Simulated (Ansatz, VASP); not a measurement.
# Two plane-wave programs on F

```xyz
4
Lattice="3.1036 -1.8699 0.1500 3.1036 1.8699 0.1500 -1.3439 0.0000 6.9137" Properties=species:S:1:pos:R:3 pbc="T T T"
F     4.5611   -0.6309    0.8683
F     0.9741   -0.6309    2.8885
F     0.3021    0.6309    6.3453
F     3.8892    0.6309    4.3252
```

Alike in both runs: task single point; functional PBE; k mesh 9 × 9 × 4; occupations fermi-dirac, width 0.05 eV; no spin polarisation.

```csv
,VASP,Ansatz
version,VASP 6.6.1,Ansatz 0.2.0
potentials or method,"VASP PAW PBE potentials, release 64 (F), cutoff 520 eV","plane waves (420 eV) with PAW, scalar-relativistic"
valence electrons in the cell,28,28
```

```tsv
	VASP	Ansatz	Ansatz less VASP
pressure (GPa)	-1.0	-1.2	-0.21
traceless stress, the component that is largest in VASP (GPa)	-0.75	-1.69	-0.941
```
